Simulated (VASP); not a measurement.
# Fe (Im-3m) in VASP: single point with PBE

Aim: the single point of Fe with PBE.

All numbers are computed with VASP 6.6.1; they aren't measurements. Logs are shortened: lines on timing, memory, paths and dates and some standing lists are left out, and cuts for length are marked.

### Step 1. The cell of the first run

Symmetry: Im-3m, No. 229, cubic system. Conventional cell: a = 2.832 Å, b = 2.832 Å, c = 2.832 Å, α = 90.00°, β = 90.00°, γ = 90.00°. Within 3.2 Å of Fe (site symmetry m-3m) lie 14 Fe at 2.45 to 2.83 Å.

### Step 2. Single point, PBE, collinear spin, ferromagnetic start

Input file INCAR:

```
PREC     = Accurate       # precision mode
ENCUT    = 520            # plane-wave cutoff, eV
EDIFF    = 1E-7           # SCF threshold, eV
ISMEAR   = 0              # smearing method
SIGMA    = 0.1            # smearing width, eV
LREAL    = False          # projectors in reciprocal space
LASPH    = True           # aspherical terms in the spheres
NELM     = 150            # most SCF steps
ALGO     = Normal         # electronic algorithm
ISIF     = 2              # what is computed and relaxed
LWAVE    = False          # write WAVECAR
LCHARG   = False          # write CHGCAR
ISPIN    = 2              # spin polarisation
MAGMOM   = 2.65           # initial moments
LORBIT   = 11             # projections on sites
LMAXMIX  = 4              # l up to which the mixer works
GGA      = PE             # functional
NBANDS   = 14             # bands
```

Input file KPOINTS:

```
Automatic mesh
0
Gamma
  20 20 20
```

Input file POSCAR:

```
Fe
1.0
   -1.4159448895      1.4159448895      1.4159448895
    1.4159448895     -1.4159448895      1.4159448895
    1.4159448895      1.4159448895     -1.4159448895
Fe
1
Direct
    0.0000000000      0.0000000000      0.0000000000
```

Potentials or basis: VASP PAW PBE potentials, release 64 (Fe).

The run is started by

```
cat potpaw_PBE.64/Fe/POTCAR > POTCAR
mpirun -np 1 vasp_std > vasp.out
```

OUTCAR:

```text
PREC = Accurate
   ENCUT = 520
   EDIFF = 1E-7
   ISMEAR = 0
   LREAL = False
   LASPH = True
   NELM = 150
   ISIF = 2
   ISPIN = 2
   LORBIT = 11
   GGA = PE

 ion  position               nearest neighbor table
   1  0.000  0.000  0.000-

  LATTYP: Found a body centered cubic cell.
 ALAT       =     2.8318897790

  Lattice vectors:

 A1 = (  -1.4159448895,   1.4159448895,   1.4159448895)
 A2 = (   1.4159448895,  -1.4159448895,   1.4159448895)
 A3 = (   1.4159448895,   1.4159448895,  -1.4159448895)

Analysis of symmetry for initial positions (statically):
=====================================================================
 Subroutine PRICEL returns:
 Original cell was already a primitive cell.

 Routine SETGRP: Setting up the symmetry group for a
 body centered cubic supercell.

 Subroutine GETGRP returns: Found 48 space group operations
 (whereof 48 operations were pure point group operations)
 out of a pool of 48 trial point group operations.

The static configuration has the point symmetry O_h .

Analysis of symmetry for dynamics (positions and initial velocities):
=====================================================================
 Subroutine PRICEL returns:
 Original cell was already a primitive cell.

 Routine SETGRP: Setting up the symmetry group for a
 body centered cubic supercell.

 Subroutine GETGRP returns: Found 48 space group operations
 (whereof 48 operations were pure point group operations)
 out of a pool of 48 trial point group operations.

The dynamic configuration has the point symmetry O_h .

Analysis of structural, dynamic, and magnetic symmetry:
=====================================================================
 Subroutine PRICEL returns:
 Original cell was already a primitive cell.

 Routine SETGRP: Setting up the symmetry group for a
 body centered cubic supercell.

 Subroutine GETGRP returns: Found 48 space group operations
 (whereof 48 operations were pure point group operations)
 out of a pool of 48 trial point group operations.

The overall configuration has the point symmetry O_h .

 Subroutine INISYM returns: Found 48 space group operations
 (whereof 48 operations are pure point group operations),
 and found     1 'primitive' translations

----------------------------------------------------------------------------------------

                                     Primitive cell

  volume of cell :      11.3553

  direct lattice vectors                    reciprocal lattice vectors
    -1.415944889  1.415944889  1.415944889     0.000000000  0.353121088  0.353121088
     1.415944889 -1.415944889  1.415944889     0.353121088  0.000000000  0.353121088
     1.415944889  1.415944889 -1.415944889     0.353121088  0.353121088  0.000000000

  length of vectors
     2.452488489  2.452488489  2.452488489     0.499388632  0.499388632  0.499388632

  position of ions in fractional coordinates (direct lattice)
     0.000000000  0.000000000  0.000000000

  ion indices of the primitive-cell ions
   primitive index   ion index
                 1           1

----------------------------------------------------------------------------------------

 KPOINTS: Automatic mesh

Automatic generation of k-mesh.
 Grid dimensions read from file:
 generate k-points for:   20   20   20

 Generating k-lattice:

  Cartesian coordinates                     Fractional coordinates (reciprocal lattice)
     0.000000000  0.017656054  0.017656054     0.050000000  0.000000000  0.000000000
     0.017656054  0.000000000  0.017656054     0.000000000  0.050000000  0.000000000
     0.017656054  0.017656054  0.000000000     0.000000000  0.000000000  0.050000000

  Length of vectors
     0.024969432  0.024969432  0.024969432

  Shift w.r.t. Gamma in fractional coordinates (k-lattice)
     0.000000000  0.000000000  0.000000000

 Subroutine IBZKPT returns following result:
 ===========================================

 Found    256 irreducible k-points:

 Following reciprocal coordinates:
            Coordinates               Weight
  0.000000  0.000000  0.000000      1.000000
  0.050000  0.000000  0.000000     12.000000
  0.100000  0.000000  0.000000     12.000000
  0.150000  0.000000  0.000000     12.000000
  0.200000  0.000000  0.000000     12.000000
  0.250000  0.000000  0.000000     12.000000
[... 16 lines left out ...]
  0.200000  0.100000  0.000000     48.000000
  0.250000  0.100000  0.000000     48.000000
 [... further k-points ...]
   k-points           NKPTS =    256   k-points in BZ     NKDIM =    256   number of bands    NBANDS=     14
   number of dos      NEDOS =    301   number of ions     NIONS =      1
   total plane-waves  NPLWV =   5832
   dimension x,y,z NGX =    18 NGY =   18 NGZ =   18
   dimension x,y,z NGXF=    36 NGYF=   36 NGZF=   36
   ions per type =               1
   NGX,Y,Z   is equivalent  to a cutoff of  12.20, 12.20, 12.20 a.u.
   NGXF,Y,Z  is equivalent  to a cutoff of  24.40, 24.40, 24.40 a.u.
 SYSTEM =  unknown system
   PREC   = accura    normal or accurate (medium, high low for compatibility)
   ISTART =      0    job   : 0-new  1-cont  2-samecut
   ICHARG =      2    charge: 1-file 2-atom 10-const
   ISPIN  =      2    spin polarized calculation?
   LNONCOLLINEAR =      F non collinear calculations
   LSORBIT =      F    spin-orbit coupling
   LASPH  =      T    aspherical Exc in radial PAW
   ENCUT  =  520.0 eV  38.22 Ry    6.18 a.u.   4.56  4.56  4.56*2*pi/ulx,y,z
   NELM   =    150;   NELMIN=  2; NELMDL= -5     # of ELM steps
   EDIFF  = 0.1E-06   stopping-criterion for ELM
   LREAL  =      F    real-space projection
   EDIFFG = 0.1E-05   stopping-criterion for IOM
   NSW    =      0    number of steps for IOM
   IBRION =     -1    ionic relax: 0-MD 1-quasi-New 2-CG
   NFREE  =      0    steps in history (QN), initial steepest desc. (CG)
   ISIF   =      2    stress and relaxation
   ISYM   =      2    0-nonsym 1-usesym 2-fastsym
   POTIM  = 0.5000    time-step for ionic-motion
   TEBEG  =    0.0;   TEEND  =   0.0 temperature during run
   PSTRESS=    0.0 pullay stress
   NELECT =       8.0000    total number of electrons
   NUPDOWN=      -1.0000    fix difference up-down
   EMIN   =  10.00;   EMAX   =-10.00  energy-range for DOS
   EFERMI =   0.00;   METHOD = LEGACY
   ISMEAR =     0;   SIGMA  =   0.10  broadening in eV -4-tet -1-fermi 0-gaus
   EFERMI_NEDOS =   21; number of points for ismear=-14 and -15
   IALGO  =     38    algorithm
   IMIX   =      4    mixing-type and parameters
     AMIX     =   0.40;   BMIX     =  1.00
     AMIX_MAG =   1.60;   BMIX_MAG =  1.00
  volume/ion in A,a.u.               =      11.36        76.63
  Fermi-wavevector in a.u.,A,eV,Ry     =   1.456706  2.752775 28.871446  2.121991
  Thomas-Fermi vector in A             =   2.573593
   LORBIT       =     11    0 simple, 1 ext, 2 COOP (PROOUT), +10 PAW based schemes
   GGA     = PE    functional components
   LHFCALC =     F    Hartree Fock is set to
   AEXX    =    0.0000 exact exchange contribution
   IVDW    =     0    specifies the selected vdW correction
   LEPSILON=     F    determine dielectric tensor
   LRPA    =     F    only Hartree local field effects (RPA)
 spin polarized calculation
 Gauss-broadening in eV      SIGMA  =   0.10
  energy-cutoff  :      520.00
  volume of cell :       11.36
 maximum number of plane-waves:       321
   NGX =  9   NGY =  9   NGZ =  9

 number of electron       8.0000009 magnetization       2.1962702

 Free energy of the ion-electron system (eV)
  ---------------------------------------------------
  ext. energy  EPLUGINS =         0.00000000
  ---------------------------------------------------
  free energy    TOTEN  =        -8.24517882 eV

  energy without entropy =       -8.23985842  energy(sigma->0) =       -8.24251862

 E-fermi :   5.8247     XC(G=0): -13.1197

 val. band max:        5.8227597570   @ k =  -0.4500  -0.4500   0.3000
 cond. band min:       5.8261650859   @ k =  -0.4000   0.5000   0.1500
 fundamental gap:      0.0034053289
 Fermi energy:         5.8246575636

 spin component 1

 k-point     1 :       0.0000    0.0000    0.0000
  band No.  band energies     occupation
      1      -2.6072      1.00000
      2       3.5193      1.00000
      3       3.5193      1.00000
      4       3.5193      1.00000
      5       4.7313      1.00000
      6       4.7313      1.00000
      7      30.8554      0.00000
      8      30.8554      0.00000
      9      30.8554      0.00000
     10      35.9426      0.00000
     11      35.9426      0.00000
     12      38.2444      0.00000
     13      38.2444      0.00000
     14      38.2444      0.00000
[... 375 lines left out ...]
 k-point    24 :       0.2500    0.1000    0.0000
  band No.  band energies     occupation
      1       0.5491      1.00000
      2       2.8031      1.00000
      3       3.2601      1.00000
      4       4.5633      1.00000
      5       4.9303      1.00000
      6       5.5359      0.99998
      7      19.5199      0.00000
      8      24.0034      0.00000
      9      27.4837      0.00000
     10      30.9418      0.00000
     11      35.3512      0.00000
     12      36.8369      0.00000
     13      42.5317      0.00000
     14      44.6068      0.00000

 [... further k-points ...]

 spin component 2

 k-point     1 :       0.0000    0.0000    0.0000
  band No.  band energies     occupation
      1      -2.4393      1.00000
      2       5.4349      1.00000
      3       5.4350      1.00000
      4       5.4350      1.00000
      5       7.4894      0.00000
      6       7.4895      0.00000
      7      30.6034      0.00000
      8      30.6034      0.00000
      9      30.6034      0.00000
     10      36.1380      0.00000
     11      36.1380      0.00000
     12      38.9037      0.00000
     13      38.9037      0.00000
     14      38.9037      0.00000
[... 375 lines left out ...]
 k-point    24 :       0.2500    0.1000    0.0000
  band No.  band energies     occupation
      1       0.9847      1.00000
      2       4.5717      1.00000
      3       4.8758      1.00000
      4       7.0829      0.00000
      5       7.4973      0.00000
      6       7.7465      0.00000
      7      20.2718      0.00000
      8      24.4041      0.00000
      9      28.0530      0.00000
     10      31.1648      0.00000
     11      35.8495      0.00000
     12      37.1710      0.00000
     13      42.7585      0.00000
     14      45.0606      0.00000

 [... further k-points ...]

------------------------ aborting loop because EDIFF is reached ----------------------------------------

  FORCE on cell =-STRESS in cart. coord.  units (eV):
  Direction    XX          YY          ZZ          XY          YZ          ZX
  --------------------------------------------------------------------------------------
  -------------------------------------------------------------------------------------
  Total        0.0027970      0.0027970      0.0027970     -0.0000000     -0.0000000      0.0000000
  in kB        0.3946375      0.3946375      0.3946375     -0.0000000     -0.0000000      0.0000000
  external PRESSURE =       0.3946375 kB  Pullay stress =       0.0000000 kB

 VOLUME and BASIS-vectors are now :
 -----------------------------------------------------------------------------
  energy-cutoff  :      520.00
  volume of cell :       11.36
      direct lattice vectors                 reciprocal lattice vectors
    -1.415944889  1.415944889  1.415944889     0.000000000  0.353121088  0.353121088
     1.415944889 -1.415944889  1.415944889     0.353121088  0.000000000  0.353121088
     1.415944889  1.415944889 -1.415944889     0.353121088  0.353121088  0.000000000

 POSITION                                       TOTAL-FORCE (eV/Angst)
 -----------------------------------------------------------------------------------
      0.00000      0.00000      0.00000         0.000000      0.000000      0.000000
 -----------------------------------------------------------------------------------
    total drift:                                0.000000      0.000000      0.000000

  FREE ENERGIE OF THE ION-ELECTRON SYSTEM (eV)
  ---------------------------------------------------
  free  energy   TOTEN  =        -8.2451788181 eV

  energy  without entropy=       -8.2398584166  energy(sigma->0) =       -8.24251862

 total charge

# of ion       s       p       d       tot
------------------------------------------
    1        0.488   0.542   6.239   7.269

 magnetization (x)

# of ion       s       p       d       tot
------------------------------------------
    1       -0.013  -0.056   2.262   2.194
```

Run time: 1.7 min. Hardware: 1 thread of Intel Xeon Platinum 8375C at 2.90GHz (Ice Lake), shared host; peak memory 0.17 GiB.

What came out:

- Free energy: -8.2452 eV
- Pressure: 0.0 GPa
- Net moment: 2.20 μB per cell
- Site moments: Fe +2.19 μB
- Valence electrons inside the program's atomic spheres: Fe 7.27

Levels at points of the mesh, in eV from the Fermi level:
Spin up:
| k point | band 1 | band 2 | band 3 | band 4 | band 5 | band 6 | band 7 | band 8 | band 9 | band 10 |
| --- | --- | --- | --- | --- | --- | --- | --- | --- | --- | --- |
| (0.00, 0.00, 0.00) | -8.43 | -2.31 | -2.31 | -2.31 | -1.09 | -1.09 | 25.03 | 25.03 | 25.03 | 30.12 |
| (0.50, 0.00, 0.00) | -4.92 | -3.39 | -1.03 | -0.90 | 0.38 | 0.52 | 7.36 | 18.37 | 20.23 | 23.50 |
| (0.50, 0.50, 0.50) | -4.85 | -4.85 | 0.11 | 0.11 | 0.11 | 9.94 | 9.94 | 9.94 | 15.65 | 15.65 |
Spin down:
| k point | band 1 | band 2 | band 3 | band 4 | band 5 | band 6 |
| --- | --- | --- | --- | --- | --- | --- |
| (0.00, 0.00, 0.00) | -8.26 | -0.39 | -0.39 | -0.39 | 1.66 | 1.66 |
| (0.50, 0.00, 0.00) | -3.64 | -1.67 | 0.63 | 1.52 | 1.92 | 2.61 |
| (0.50, 0.50, 0.50) | -3.02 | -3.02 | 2.30 | 2.30 | 2.30 | 10.22 |
